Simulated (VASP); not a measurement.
# ScCu (Pm-3m) in VASP: vibrations by perturbation theory with LDA

Aim: the vibrations by perturbation theory of ScCu with LDA.

Program: VASP 6.6.1. These are calculated values, not measurements. Logs are shortened: lines on timing, memory, paths and dates and some standing lists are left out, and cuts for length are marked.

## 1. The cell of the first run

The structure is cubic, space group Pm-3m (No. 221). Conventional cell: a = 3.168 Å, b = 3.168 Å, c = 3.168 Å, α = 90.00°, β = 90.00°, γ = 90.00°. Sc (site symmetry m-3m) has 8 Cu at 2.74 Å and 6 Sc at 3.17 Å within 3.6 Å. Cu (site symmetry m-3m) has 8 Sc at 2.74 Å and 6 Cu at 3.17 Å within 3.6 Å.

## 2. Vibrations by perturbation theory, LDA

File INCAR:

```
  ALGO = Normal
  EDIFF = 1E-8
  ENCUT = 520
  IBRION = 8
  ISIF = 2
  ISMEAR = -1
  LASPH = True
  LCHARG = False
  LREAL = False
  LWAVE = False
  NBANDS = 18
  NELM = 100
  NSW = 1
  PREC = Accurate
  SIGMA = 0.15
```

File KPOINTS:

```
k-points
0
Gamma
  14 14 14
```

File POSCAR:

```
ScCu
1.0
    3.1681999649      0.0000000000      0.0000000000
    0.0000000000      3.1681999649      0.0000000000
    0.0000000000      0.0000000000      3.1681999649
Sc Cu
1 1
Direct
    0.5000000000      0.5000000000      0.5000000000
    0.0000000000      0.0000000000      0.0000000000
```

Potentials or basis: VASP PAW LDA potentials, release 64 (Sc_sv, Cu).

Command:

```
$ cat potpaw_LDA.64/Sc_sv/POTCAR potpaw_LDA.64/Cu/POTCAR > POTCAR
$ mpirun -np 1 vasp_std > vasp.out
```

OUTCAR:

```text
EDIFF = 1E-8
   ENCUT = 520
   IBRION = 8
   ISIF = 2
   ISMEAR = -1
   LASPH = True
   LREAL = False
   NELM = 100
   NSW = 1
   PREC = Accurate

 ion  position               nearest neighbor table
   1  0.500  0.500  0.500-   2 2.74   2 2.74   2 2.74   2 2.74   2 2.74   2 2.74   2 2.74   2 2.74

   2  0.000  0.000  0.000-   1 2.74   1 2.74   1 2.74   1 2.74   1 2.74   1 2.74   1 2.74   1 2.74

  LATTYP: Found a simple cubic cell.
 ALAT       =     3.1681999649

  Lattice vectors:

 A1 = (   3.1681999649,   0.0000000000,   0.0000000000)
 A2 = (   0.0000000000,   3.1681999649,   0.0000000000)
 A3 = (   0.0000000000,   0.0000000000,   3.1681999649)

Analysis of symmetry for initial positions (statically):
=====================================================================
 Subroutine PRICEL returns:
 Original cell was already a primitive cell.

 Routine SETGRP: Setting up the symmetry group for a
 simple cubic supercell.

 Subroutine GETGRP returns: Found 48 space group operations
 (whereof 48 operations were pure point group operations)
 out of a pool of 48 trial point group operations.

The static configuration has the point symmetry O_h .

Analysis of symmetry for dynamics (positions and initial velocities):
=====================================================================
 Subroutine PRICEL returns:
 Original cell was already a primitive cell.

 Routine SETGRP: Setting up the symmetry group for a
 simple cubic supercell.

 Subroutine GETGRP returns: Found 48 space group operations
 (whereof 48 operations were pure point group operations)
 out of a pool of 48 trial point group operations.

The dynamic configuration has the point symmetry O_h .

 Subroutine INISYM returns: Found 48 space group operations
 (whereof 48 operations are pure point group operations),
 and found     1 'primitive' translations

----------------------------------------------------------------------------------------

                                     Primitive cell

  volume of cell :      31.8008

  direct lattice vectors                    reciprocal lattice vectors
     3.168199965  0.000000000  0.000000000     0.315636643  0.000000000  0.000000000
     0.000000000  3.168199965  0.000000000     0.000000000  0.315636643  0.000000000
     0.000000000  0.000000000  3.168199965     0.000000000  0.000000000  0.315636643

  length of vectors
     3.168199965  3.168199965  3.168199965     0.315636643  0.315636643  0.315636643

  position of ions in fractional coordinates (direct lattice)
     0.500000000  0.500000000  0.500000000
     0.000000000  0.000000000  0.000000000

  ion indices of the primitive-cell ions
   primitive index   ion index
                 1           1
                 2           2

----------------------------------------------------------------------------------------

 KPOINTS: k-points

Automatic generation of k-mesh.
 Grid dimensions read from file:
 generate k-points for:   14   14   14

 Generating k-lattice:

  Cartesian coordinates                     Fractional coordinates (reciprocal lattice)
     0.022545474  0.000000000  0.000000000     0.071428571  0.000000000  0.000000000
     0.000000000  0.022545474  0.000000000     0.000000000  0.071428571  0.000000000
     0.000000000  0.000000000  0.022545474     0.000000000  0.000000000  0.071428571

  Length of vectors
     0.022545474  0.022545474  0.022545474

[... 68 lines left out ...]
   ISMEAR =    -1;   SIGMA  =   0.15  broadening in eV -4-tet -1-fermi 0-gaus
   EFERMI_NEDOS =   21; number of points for ismear=-14 and -15
   IALGO  =     38    algorithm
   IMIX   =      4    mixing-type and parameters
     AMIX     =   0.40;   BMIX     =  1.00
     AMIX_MAG =   1.60;   BMIX_MAG =  1.00
  volume/ion in A,a.u.               =      15.90       107.30
  Fermi-wavevector in a.u.,A,eV,Ry     =   1.447893  2.736121 28.523174  2.096394
  Thomas-Fermi vector in A             =   2.565796
   LORBIT       =      0    0 simple, 1 ext, 2 COOP (PROOUT), +10 PAW based schemes
   GGA     = CA    functional components
   LHFCALC =     F    Hartree Fock is set to
   AEXX    =    0.0000 exact exchange contribution
   IVDW    =     0    specifies the selected vdW correction
   LEPSILON=     F    determine dielectric tensor
   LRPA    =     F    only Hartree local field effects (RPA)
 non-spin polarized calculation
  energy-cutoff  :      520.00
  volume of cell :       31.80
 maximum number of plane-waves:       876
 NGX is ok and might be reduce to    24
   NGX = 11   NGY = 11   NGZ = 11

--------------------------------------- Ionic step        1  -------------------------------------------

 number of electron      22.0000038 magnetization

 Free energy of the ion-electron system (eV)
  ---------------------------------------------------
  ext. energy  EPLUGINS =         0.00000000
  ---------------------------------------------------
  free energy    TOTEN  =       -12.01762285 eV

  energy without entropy =      -11.89925391  energy(sigma->0) =      -11.95843838

 E-fermi :   5.9567     XC(G=0): -11.8366

 val. band max:        5.9502529755   @ k =   0.2857   0.2143   0.0000
 cond. band min:       5.9604710702   @ k =   0.2857   0.2857   0.0714
 fundamental gap:      0.0102180946
 Fermi energy:         5.9566931379

 k-point     1 :       0.0000    0.0000    0.0000
  band No.  band energies     occupation
      1     -42.8682      2.00000
      2     -21.7121      2.00000
      3     -21.7121      2.00000
      4     -21.7121      2.00000
      5      -1.3903      2.00000
      6       1.7713      2.00000
[... 481 lines left out ...]
      5       1.0370      2.00000
      6       2.0901      2.00000
[... 10 lines left out ...]
     17      14.0510      0.00000
     18      17.6429      0.00000

 [... further k-points ...]
[... 5 lines left out ...]
  --------------------------------------------------------------------------------------
  -------------------------------------------------------------------------------------
  Total        0.1072616      0.1072616      0.1072616      0.0000000      0.0000000     -0.0000000
  in kB        5.4040222      5.4040222      5.4040222      0.0000000      0.0000000     -0.0000000
  external PRESSURE =       5.4040222 kB  Pullay stress =       0.0000000 kB

 VOLUME and BASIS-vectors are now :
 -----------------------------------------------------------------------------
  energy-cutoff  :      520.00
  volume of cell :       31.80
      direct lattice vectors                 reciprocal lattice vectors
     3.168199965  0.000000000  0.000000000     0.315636643  0.000000000  0.000000000
     0.000000000  3.168199965  0.000000000     0.000000000  0.315636643  0.000000000
     0.000000000  0.000000000  3.168199965     0.000000000  0.000000000  0.315636643

 POSITION                                       TOTAL-FORCE (eV/Angst)
 -----------------------------------------------------------------------------------
      1.58410      1.58410      1.58410         0.000000      0.000000      0.000000
      0.00000      0.00000      0.00000         0.000000      0.000000      0.000000
 -----------------------------------------------------------------------------------
    total drift:                                0.000000      0.000000     -0.000000

  FREE ENERGIE OF THE ION-ELECTRON SYSTEM (eV)
  ---------------------------------------------------
  free  energy   TOTEN  =       -12.0176228538 eV

  energy  without entropy=      -11.8992539116  energy(sigma->0) =      -11.95843838

[... ionic steps 2 to 3 ...]

--------------------------------------- Ionic step        4  -------------------------------------------

------------------------ aborting loop because EDIFF is reached ----------------------------------------

[... ionic steps 5 to 6 ...]

--------------------------------------- Ionic step        7  -------------------------------------------

 Free energy of the ion-electron system (eV)
  ---------------------------------------------------
  ---------------------------------------------------
  free energy    TOTEN  =        -0.24048916 eV

  energy without entropy =       -0.24048913

------------------------ aborting loop because EDIFF is reached ----------------------------------------

 INTERNAL STRAIN TENSOR  FOR ION    2  DIRECTION 1   (eV/Angst):
 -----------------------------------------------------------------------------
     0.03850  0.00000  0.00000
    -0.00000 -0.01540  0.00000
     0.00000  0.00000 -0.01540

 INTERNAL STRAIN TENSOR FOR ION    2 for displacements in x,y,z  (eV/Angst):
          X           Y           Z          XY          YZ          ZX
  --------------------------------------------------------------------------------
  x     0.00000     0.00000     0.00000     0.00000     0.00000     0.00000
  y     0.00000     0.00000     0.00000     0.00000     0.00000     0.00000
  z     0.00000     0.00000     0.00000     0.00000     0.00000     0.00000

 SECOND DERIVATIVES (NOT SYMMETRIZED)
 ------------------------------------
               1X          1Y          1Z          2X          2Y          2Z
  1X    -3.899166    0.000000    0.000000    3.899166   -0.000000   -0.000000
  1Y     0.000000   -3.899166    0.000000   -0.000000    3.899166   -0.000000
  1Z     0.000000   -0.000000   -3.899166   -0.000000    0.000000    3.899166
  2X     3.952972   -0.000000    0.000000   -3.952972    0.000000    0.000000
  2Y    -0.000000    3.952972    0.000000    0.000000   -3.952972   -0.000000
  2Z    -0.000000   -0.000000    3.952972    0.000000    0.000000   -3.952972

 Eigenvectors and eigenvalues of the dynamical matrix
 ----------------------------------------------------

   1 f  =    6.033343 THz    37.908613 2PiTHz  201.250663 cm-1    24.951891 meV
             X         Y         Z           dx          dy          dz
      1.584100  1.584100  1.584100     0.763109    0.000000    0.000000
      0.000000  0.000000  0.000000    -0.646270    0.000000    0.000000
[... 21 lines left out ...]
   6 f/i=    0.020389 THz     0.128110 2PiTHz    0.680115 cm-1     0.084324 meV
             X         Y         Z           dx          dy          dz
      1.584100  1.584100  1.584100    -0.575047    0.025275   -0.293849
      0.000000  0.000000  0.000000    -0.679009    0.029844   -0.346974

--------------------------------------------------------------------------------------------------------

 ELASTIC MODULI CONTR FROM IONIC RELAXATION (kBar)
 Direction    XX          YY          ZZ          XY          YZ          ZX
 --------------------------------------------------------------------------------
 XX           0.0000      0.0000      0.0000      0.0000      0.0000      0.0000
 YY           0.0000      0.0000      0.0000      0.0000      0.0000      0.0000
 ZZ           0.0000      0.0000      0.0000      0.0000      0.0000      0.0000
 XY           0.0000      0.0000      0.0000      0.0000      0.0000      0.0000
 YZ           0.0000      0.0000      0.0000      0.0000      0.0000      0.0000
 ZX           0.0000      0.0000      0.0000      0.0000      0.0000      0.0000
 --------------------------------------------------------------------------------
```

Run time: 4.1 min. Hardware: 1 thread of Intel Xeon Platinum 8488C (Sapphire Rapids), shared host; peak memory 0.43 GiB.

What came out:

```yaml
Highest_phonon_frequency_at_Γ: 201 cm⁻¹
```

Phonon frequencies in cm⁻¹ (negative: imaginary):
```
              q point           frequencies
(0.000, 0.000, 0.000)  -1 -1 -1 201 201 201
```
